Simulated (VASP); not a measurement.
# BaTiO3 (Amm2) in VASP: further runs

BaTiO3 is run at these levels: PBE, PBEsol; tasks: single point.

Everything below comes from runs of VASP 6.6.1. Logs are shortened: lines on timing, memory, paths and dates and some standing lists are left out, and cuts for length are marked.

## 1. The cell of the first run

The structure is orthorhombic, space group Amm2 (No. 38). Conventional cell: a = 4.038 Å, b = 5.748 Å, c = 5.765 Å, α = 90.00°, β = 90.00°, γ = 90.00°. Ba (site symmetry mm2) has 12 O at 2.81 to 2.96 Å and 8 Ti at 3.46 to 3.58 Å within 3.7 Å. Ti (site symmetry mm2) has 6 O at 1.95 to 2.12 Å within 2.6 Å. O (site symmetry m) has 2 Ti at 1.95 to 2.12 Å within 2.6 Å. O (site symmetry mm2) has 2 Ti at 2.02 Å within 2.7 Å.

## 2. Single point, PBE

INCAR

```
SYSTEM = BaTiO3
PREC = Accurate ; ENCUT = 910
EDIFF = 1E-6 ; ISMEAR = -1
SIGMA = 0.05 ; LREAL = .False.
LASPH = .True. ; NELM = 120
ALGO = Normal ; ISIF = 2
LWAVE = .False. ; LCHARG = .False.
GGA = PE ; NBANDS = 28
GGA_COMPAT = .False.
```

KPOINTS

```
Automatic mesh
0
Gamma
  7 7 7
  0 0 0
```

POSCAR

```
BaTiO3
1.0
    4.0379468039      0.0000000000      0.0000000000
    0.0000000000      2.8742319127      2.8825904778
    0.0000000000     -2.8742319127      2.8825904778
Ba Ti O
1 1 3
Direct
    0.0000000000      0.0000000000      0.0000000000
    0.5000000000      0.5124000000      0.5124000000
    0.5000000000      0.9918400000      0.5052400000
    0.5000000000      0.5052400000      0.9918400000
    0.0000000000      0.4874000000      0.4874000000
```

Potentials or basis: VASP PAW PBE potentials, release 64 (Ba_sv, Ti_sv, O_h).

Launch:

```sh
cat potpaw_PBE.64/Ba_sv/POTCAR potpaw_PBE.64/Ti_sv/POTCAR potpaw_PBE.64/O_h/POTCAR > POTCAR
mpirun -np 1 vasp_std > vasp.out
```

OUTCAR:

```text
SYSTEM = BaTiO3
   PREC = Accurate
   ENCUT = 910
   EDIFF = 1E-6
   ISMEAR = -1
   LREAL = .False.
   LASPH = .True.
   NELM = 120
   ISIF = 2
   GGA = PE

 ion  position               nearest neighbor table
   1  0.000  0.000  0.000-   5 2.81   4 2.85   3 2.85   3 2.85   4 2.85   5 2.88   5 2.88   4 2.88
                             3 2.88   3 2.88   4 2.88   5 2.96   2 3.46   2 3.46   2 3.51   2 3.51
   2  0.500  0.512  0.512-   3 1.95   4 1.95   5 2.02   5 2.02   3 2.12   4 2.12   1 3.46   1 3.46
                             1 3.51   1 3.51   1 3.51   1 3.51   1 3.58   1 3.58
   3  0.500  0.992  0.505-   2 1.95   2 2.12   1 2.85   1 2.85   1 2.88   1 2.88
   4  0.500  0.505  0.992-   2 1.95   2 2.12   1 2.85   1 2.85   1 2.88   1 2.88
   5  0.000  0.487  0.487-   2 2.02   2 2.02   1 2.81   1 2.88   1 2.88   1 2.96

  LATTYP: Found a base centered orthorhombic cell.
 ALAT       =     5.7484638254
 B/A-ratio  =     1.0029081039
 C/A-ratio  =     0.7024392823

  Lattice vectors:

 A1 = (   0.0000000000,   2.8742319127,  -2.8825904778)
 A2 = (   0.0000000000,   2.8742319127,   2.8825904778)
 A3 = (   4.0379468039,   0.0000000000,   0.0000000000)

Analysis of symmetry for initial positions (statically):
=====================================================================
 Subroutine PRICEL returns:
 Original cell was already a primitive cell.

 Routine SETGRP: Setting up the symmetry group for a
 base centered orthorhombic supercell.

 Subroutine GETGRP returns: Found  4 space group operations
 (whereof  4 operations were pure point group operations)
 out of a pool of  8 trial point group operations.

The static configuration has the point symmetry C_2v.

Analysis of symmetry for dynamics (positions and initial velocities):
=====================================================================
 Subroutine PRICEL returns:
 Original cell was already a primitive cell.

 Routine SETGRP: Setting up the symmetry group for a
 base centered orthorhombic supercell.

 Subroutine GETGRP returns: Found  4 space group operations
 (whereof  4 operations were pure point group operations)
 out of a pool of  8 trial point group operations.

The dynamic configuration has the point symmetry C_2v.

 Subroutine INISYM returns: Found  4 space group operations
 (whereof  4 operations are pure point group operations),
 and found     1 'primitive' translations

----------------------------------------------------------------------------------------

                                     Primitive cell

  volume of cell :      66.9107

  direct lattice vectors                    reciprocal lattice vectors
     4.037946804  0.000000000  0.000000000     0.247650613  0.000000000  0.000000000
     0.000000000  2.874231913  2.882590478     0.000000000  0.173959519  0.173455093
     0.000000000 -2.874231913  2.882590478     0.000000000 -0.173959519  0.173455093

  length of vectors
     4.037946804  4.070692441  4.070692441     0.247650613  0.245659487  0.245659487

  position of ions in fractional coordinates (direct lattice)
     0.000000000  0.000000000  0.000000000
     0.500000000  0.512400000  0.512400000
     0.500000000  0.991840000  0.505240000
     0.500000000  0.505240000  0.991840000
     0.000000000  0.487400000  0.487400000

  ion indices of the primitive-cell ions
   primitive index   ion index
                 1           1
                 2           2
                 3           3
                 4           4
                 5           5

----------------------------------------------------------------------------------------

 KPOINTS: Automatic mesh

Automatic generation of k-mesh.
 Grid dimensions read from file:
 generate k-points for:    7    7    7

 Generating k-lattice:

  Cartesian coordinates                     Fractional coordinates (reciprocal lattice)
     0.035378659  0.000000000  0.000000000     0.142857143  0.000000000  0.000000000
     0.000000000  0.024851360  0.024779299     0.000000000  0.142857143  0.000000000
     0.000000000 -0.024851360  0.024779299     0.000000000  0.000000000  0.142857143

  Length of vectors
     0.035378659  0.035094212  0.035094212

  Shift w.r.t. Gamma in fractional coordinates (k-lattice)
     0.000000000  0.000000000  0.000000000

 Subroutine IBZKPT returns following result:
 ===========================================

 Found     64 irreducible k-points:

 Following reciprocal coordinates:
            Coordinates               Weight
  0.000000  0.000000  0.000000      1.000000
  0.142857  0.000000  0.000000      2.000000
  0.285714  0.000000  0.000000      2.000000
  0.428571  0.000000  0.000000      2.000000
  0.000000  0.142857  0.000000      4.000000
  0.142857  0.142857  0.000000      8.000000
[... 16 lines left out ...]
  0.285714  0.285714  0.142857      8.000000
  0.428571  0.285714  0.142857      8.000000
 [... further k-points ...]
   k-points           NKPTS =     64   k-points in BZ     NKDIM =     64   number of bands    NBANDS=     28
   number of dos      NEDOS =    301   number of ions     NIONS =      5
   total plane-waves  NPLWV =  64000
   dimension x,y,z NGX =    40 NGY =   40 NGZ =   40
   dimension x,y,z NGXF=    80 NGYF=   80 NGZF=   80
   ions per type =               1   1   3
   NGX,Y,Z   is equivalent  to a cutoff of  16.47, 16.34, 16.34 a.u.
   NGXF,Y,Z  is equivalent  to a cutoff of  32.94, 32.67, 32.67 a.u.
 SYSTEM =  BaTiO3
   PREC   = accura    normal or accurate (medium, high low for compatibility)
   ISTART =      0    job   : 0-new  1-cont  2-samecut
   ICHARG =      2    charge: 1-file 2-atom 10-const
   ISPIN  =      1    spin polarized calculation?
   LNONCOLLINEAR =      F non collinear calculations
   LSORBIT =      F    spin-orbit coupling
   LASPH  =      T    aspherical Exc in radial PAW
   ENCUT  =  910.0 eV  66.88 Ry    8.18 a.u.   9.93 10.01 10.01*2*pi/ulx,y,z
   NELM   =    120;   NELMIN=  2; NELMDL= -5     # of ELM steps
   EDIFF  = 0.1E-05   stopping-criterion for ELM
   LREAL  =      F    real-space projection
   EDIFFG = 0.1E-04   stopping-criterion for IOM
   NSW    =      0    number of steps for IOM
   IBRION =     -1    ionic relax: 0-MD 1-quasi-New 2-CG
   NFREE  =      0    steps in history (QN), initial steepest desc. (CG)
   ISIF   =      2    stress and relaxation
   ISYM   =      2    0-nonsym 1-usesym 2-fastsym
   POTIM  = 0.5000    time-step for ionic-motion
   TEBEG  =    0.0;   TEEND  =   0.0 temperature during run
   PSTRESS=    0.0 pullay stress
   NELECT =      40.0000    total number of electrons
   NUPDOWN=      -1.0000    fix difference up-down
   EMIN   =  10.00;   EMAX   =-10.00  energy-range for DOS
   EFERMI =   0.00;   METHOD = LEGACY
   ISMEAR =    -1;   SIGMA  =   0.05  broadening in eV -4-tet -1-fermi 0-gaus
   EFERMI_NEDOS =   21; number of points for ismear=-14 and -15
   IALGO  =     38    algorithm
   IMIX   =      4    mixing-type and parameters
     AMIX     =   0.40;   BMIX     =  1.00
     AMIX_MAG =   1.60;   BMIX_MAG =  1.00
  volume/ion in A,a.u.               =      13.38        90.31
  Fermi-wavevector in a.u.,A,eV,Ry     =   1.379102  2.606125 25.877223  1.901922
  Thomas-Fermi vector in A             =   2.504102
   LORBIT       =      0    0 simple, 1 ext, 2 COOP (PROOUT), +10 PAW based schemes
   GGA     = PE    functional components
   LHFCALC =     F    Hartree Fock is set to
   AEXX    =    0.0000 exact exchange contribution
   IVDW    =     0    specifies the selected vdW correction
   LEPSILON=     F    determine dielectric tensor
   LRPA    =     F    only Hartree local field effects (RPA)
 non-spin polarized calculation
  energy-cutoff  :      910.00
  volume of cell :       66.91
 maximum number of plane-waves:      4188
 NGX is ok and might be reduce to    40
   NGX = 19   NGY = 21   NGZ = 21

 number of electron      40.0000002 magnetization

 Free energy of the ion-electron system (eV)
  ---------------------------------------------------
  ext. energy  EPLUGINS =         0.00000000
  ---------------------------------------------------
  free energy    TOTEN  =       -40.01207304 eV

  energy without entropy =      -40.01207304  energy(sigma->0) =      -40.01207304

 E-fermi :   4.7590     XC(G=0): -11.0355

 val. band max:        3.7848233606   @ k =   0.4286   0.4286   0.4286
 cond. band min:       5.6241746976   @ k =   0.0000   0.0000   0.0000
 fundamental gap:      1.8393513369
 Fermi energy:         4.7590315511

 k-point     1 :       0.0000    0.0000    0.0000
  band No.  band energies     occupation
      1     -52.8795      2.00000
      2     -29.0840      2.00000
      3     -29.0839      2.00000
      4     -29.0695      2.00000
      5     -21.0716      2.00000
      6     -12.9370      2.00000
[... 20 lines left out ...]
     27       8.8996      0.00000
     28      10.7648      0.00000

 k-point     2 :       0.1429    0.0000    0.0000
  band No.  band energies     occupation
      1     -52.8793      2.00000
      2     -29.0837      2.00000
      3     -29.0836      2.00000
      4     -29.0778      2.00000
      5     -21.0535      2.00000
      6     -12.9400      2.00000
[... 20 lines left out ...]
     27       9.2584      0.00000
     28      11.2464      0.00000

 k-point     3 :       0.2857    0.0000    0.0000
  band No.  band energies     occupation
      1     -52.8790      2.00000
      2     -29.0967      2.00000
      3     -29.0830      2.00000
      4     -29.0828      2.00000
      5     -21.0121      2.00000
      6     -12.9995      2.00000
[... 20 lines left out ...]
     27      10.1580      0.00000
     28      11.9869      0.00000

 k-point     4 :       0.4286    0.0000    0.0000
  band No.  band energies     occupation
      1     -52.8787      2.00000
      2     -29.1117      2.00000
      3     -29.0824      2.00000
      4     -29.0822      2.00000
      5     -20.9784      2.00000
      6     -13.0818      2.00000
[... 578 lines left out ...]
     27      10.7247      0.00000
     28      11.9646      0.00000

 k-point    23 :       0.2857    0.2857    0.1429
  band No.  band energies     occupation
      1     -52.8784      2.00000
      2     -29.1072      2.00000
      3     -29.0950      2.00000
      4     -29.0895      2.00000
      5     -20.9558      2.00000
      6     -12.7735      2.00000
[... 20 lines left out ...]
     27      11.4233      0.00000
     28      11.9238      0.00000

 k-point    24 :       0.4286    0.2857    0.1429
  band No.  band energies     occupation
      1     -52.8781      2.00000
      2     -29.1098      2.00000
      3     -29.1064      2.00000
      4     -29.0889      2.00000
      5     -20.9297      2.00000
      6     -12.7253      2.00000
[... 20 lines left out ...]
     27      11.9202      0.00000
     28      12.0856      0.00000

 [... further k-points ...]

------------------------ aborting loop because EDIFF is reached ----------------------------------------

  FORCE on cell =-STRESS in cart. coord.  units (eV):
  Direction    XX          YY          ZZ          XY          YZ          ZX
  --------------------------------------------------------------------------------------
  -------------------------------------------------------------------------------------
  Total       -1.0659536     -1.0050984     -1.2860585      0.0000000      0.0000000      0.0000000
  in kB      -25.5242831    -24.0671030    -30.7946996      0.0000000      0.0000000      0.0000000
  external PRESSURE =     -26.7953619 kB  Pullay stress =       0.0000000 kB

 VOLUME and BASIS-vectors are now :
 -----------------------------------------------------------------------------
  energy-cutoff  :      910.00
  volume of cell :       66.91
      direct lattice vectors                 reciprocal lattice vectors
     4.037946804  0.000000000  0.000000000     0.247650613  0.000000000  0.000000000
     0.000000000  2.874231913  2.882590478     0.000000000  0.173959519  0.173455093
     0.000000000 -2.874231913  2.882590478     0.000000000 -0.173959519  0.173455093

 POSITION                                       TOTAL-FORCE (eV/Angst)
 -----------------------------------------------------------------------------------
      0.00000      0.00000      0.00000         0.000000      0.000000      0.146754
      2.01897      0.00000      2.95408         0.000000      0.000000      0.350673
      2.01897      1.39860      4.31547         0.000000     -0.113355     -0.364272
      2.01897     -1.39860      4.31547         0.000000      0.113355     -0.364272
      0.00000      0.00000      2.80995         0.000000      0.000000      0.231117
 -----------------------------------------------------------------------------------
    total drift:                                0.000000     -0.000001     -0.000661

  FREE ENERGIE OF THE ION-ELECTRON SYSTEM (eV)
  ---------------------------------------------------
  free  energy   TOTEN  =       -40.0120730395 eV

  energy  without entropy=      -40.0120730384  energy(sigma->0) =      -40.01207304
```

Wall time 1.8 min (1 thread of Intel Xeon 6975P-C (Granite Rapids), shared host); peak memory 0.43 GiB.

What came out:

| Property | Result |
| --- | --- |
| Free energy | -40.0121 eV |
| Pressure | -2.7 GPa |
| Largest force | 0.382 eV/Å |
| Band gap on the k mesh | 1.84 eV (least direct gap 2.01 eV) |

Forces in eV/Å, atoms in the order of the input:
```
Ba   0.000  0.000  0.147
Ti   0.000  0.000  0.351
O    0.000 -0.113 -0.364
O    0.000  0.113 -0.364
O    0.000  0.000  0.231
```

Caveat: the cutoff is under 1.25 times the usual one of these potentials, so pressure, stress and relaxed cells hold a basis-set (Pulay) error; spin-orbit coupling is left out, which moves the levels of the heavy elements; an odd mesh through Γ misses points on the zone boundary, where band edges can lie.

## 3. Single point, PBE

This run uses another cell than the first one, of 12.61 Å³/atom.

INCAR

```
SYSTEM = BaTiO3
PREC     = Accurate       ! precision mode
ENCUT    = 910            ! plane-wave cutoff, eV
EDIFF    = 1E-6           ! SCF threshold, eV
ISMEAR   = -1             ! smearing method
SIGMA    = 0.05           ! smearing width, eV
LREAL    = .FALSE.        ! projectors in reciprocal space
LASPH    = .TRUE.         ! aspherical terms in the spheres
NELM     = 120            ! most SCF steps
ALGO     = Normal         ! electronic algorithm
ISIF     = 2              ! what is computed and relaxed
LWAVE    = .FALSE.        ! write WAVECAR
LCHARG   = .FALSE.        ! write CHGCAR
GGA      = PE             ! functional
NBANDS   = 28             ! bands
GGA_COMPAT= .FALSE.
```

KPOINTS

```
Automatic mesh
0
G
  7 7 7
  0 0 0
```

Changes to POSCAR since step 2:

```diff
@@ -2,5 +2,5 @@
 1.0
-    4.0379468039      0.0000000000      0.0000000000
-    0.0000000000      2.8742319127      2.8825904778
-    0.0000000000     -2.8742319127      2.8825904778
+    3.9587508719      0.0000000000      0.0000000000
+    0.0000000000      2.8178598290      2.8260544582
+    0.0000000000     -2.8178598290      2.8260544582
 Ba Ti O
```

Potentials or basis: VASP PAW PBE potentials, release 64 (Ba_sv, Ti_sv, O_h).

Launch:

```sh
cat potpaw_PBE.64/Ba_sv/POTCAR potpaw_PBE.64/Ti_sv/POTCAR potpaw_PBE.64/O_h/POTCAR > POTCAR
mpirun -np 1 vasp_std > vasp.out
```

Wall time 2.2 min (1 thread of Intel Xeon 6975P-C (Granite Rapids), shared host); peak memory 0.42 GiB.

It converged, with:

```yaml
Free_energy: -39.9499 eV
Pressure: 7.5 GPa
Largest_force: 0.232 eV/Å
Band_gap_on_the_k_mesh: 1.97 eV (least direct gap 2.08 eV)
```

Forces in eV/Å, atoms in the order of the input:
```
Ba   0.000  0.000  0.157
Ti   0.000  0.000  0.059
O    0.000  0.094 -0.212
O    0.000 -0.094 -0.212
O    0.000  0.000  0.208
```

Stress tensor (GPa, compression positive):
```
7.69 0.00 0.00
0.00 7.75 0.00
0.00 0.00 7.13
```

Levels at points of the mesh, in eV from the valence-band top:
```csv
k point,band 16,band 17,band 18,band 19,band 20,band 21,band 22,band 23,band 24,band 25
"(0.00, 0.00, 0.00)",-1.10,-1.05,-0.27,-0.16,-0.11,1.97,2.03,2.20,4.23,4.28
```

Caveat: the cutoff is under 1.25 times the usual one of these potentials, so pressure, stress and relaxed cells hold a basis-set (Pulay) error; the cell stands under pressure; spin-orbit coupling is left out, which moves the levels of the heavy elements; an odd mesh through Γ misses points on the zone boundary, where band edges can lie.

## 4. Single point, PBEsol

This run uses another cell than the first one, of 12.87 Å³/atom.

INCAR

```
SYSTEM = BaTiO3
ALGO = Normal
EDIFF = 1E-7
ENCUT = 520
GGA = PS
ISIF = 2
ISMEAR = -1
LASPH = .TRUE.
LCHARG = .TRUE.
LELF = .TRUE.
LREAL = .FALSE.
LVHAR = .TRUE.
LWAVE = .FALSE.
NBANDS = 28
NELM = 100
PREC = Accurate
SIGMA = 0.05
```

KPOINTS

```
k-points
0
G
  7 7 7
  0 0 0
```

Changes to POSCAR since step 3:

```diff
@@ -2,5 +2,5 @@
 1.0
-    3.9587508719      0.0000000000      0.0000000000
-    0.0000000000      2.8178598290      2.8260544582
-    0.0000000000     -2.8178598290      2.8260544582
+    3.9855000000      0.0000000000      0.0000000000
+    0.0000000000      2.8369000000      2.8451500000
+    0.0000000000     -2.8369000000      2.8451500000
 Ba Ti O
```

Potentials or basis: VASP PAW PBE potentials, release 64 (Ba_sv, Ti_sv, O).

Launch:

```sh
cat potpaw_PBE.64/Ba_sv/POTCAR potpaw_PBE.64/Ti_sv/POTCAR potpaw_PBE.64/O/POTCAR > POTCAR
mpirun -np 1 vasp_std > vasp.out
```

It took 3.7 min on 1 thread of Intel Xeon 8259CL, shared host; peak memory 0.25 GiB.

It converged, with:

```yaml
Free_energy: -41.9771 eV
Pressure: -2.1 GPa
Largest_force: 0.277 eV/Å
Band_gap_on_the_k_mesh: 1.88 eV (least direct gap 2.01 eV)
```

Forces in eV/Å, atoms in the order of the input:
```
Ba   0.000  0.000  0.154
Ti   0.000  0.000  0.179
O    0.000 -0.009 -0.277
O    0.000  0.009 -0.277
O    0.000  0.000  0.221
```

Stress tensor (GPa, compression positive):
```
-2.02  0.00  0.00
 0.00 -1.88  0.00
 0.00  0.00 -2.50
```

Levels at points of the mesh, in eV from the valence-band top:
```tsv
k point	band 16	band 17	band 18	band 19	band 20	band 21	band 22	band 23	band 24	band 25
(0.00, 0.00, 0.00)	-1.09	-1.04	-0.29	-0.18	-0.13	1.88	1.94	2.10	4.12	4.16
```

Caveat: the PAW data sets were made with another functional, which shifts forces and pressure a little; spin-orbit coupling is left out, which moves the levels of the heavy elements; an odd mesh through Γ misses points on the zone boundary, where band edges can lie.

## 5. Summary

```csv
level,potentials or basis,cell,cutoff (eV),gap on the mesh (eV),pressure (GPa),largest force (eV/Å)
PBE,"VASP PAW PBE potentials, release 64 (Ba_sv, Ti_sv, O_h)","a = 4.038, b = 4.071, c = 4.071 Å, angles 89.8, 90.0, 90.0°, 5 atoms",910,1.84,-2.7,0.38
PBE,"VASP PAW PBE potentials, release 64 (Ba_sv, Ti_sv, O_h)","a = 3.959, b = 3.991, c = 3.991 Å, angles 89.8, 90.0, 90.0°, 5 atoms",910,1.97,7.5,0.23
PBEsol,"VASP PAW PBE potentials, release 64 (Ba_sv, Ti_sv, O)","a = 3.986, b = 4.018, c = 4.018 Å, angles 89.8, 90.0, 90.0°, 5 atoms",520,1.88,-2.1,0.28
```

Alike in all rows: task single point; no spin polarisation; k mesh 7 × 7 × 7; smearing fermi-dirac 0.05 eV.

Caveats: spin-orbit coupling is left out, which moves the levels of the heavy elements; an odd mesh through Γ misses points on the zone boundary, where band edges can lie; the cutoff is under 1.25 times the usual one of these potentials, so pressure, stress and relaxed cells hold a basis-set (Pulay) error (at least some runs); the cell stands under pressure (at least some runs); the PAW data sets were made with another functional, which shifts forces and pressure a little (at least some runs).

Absolute energies hang on the potentials; compare differences alone.
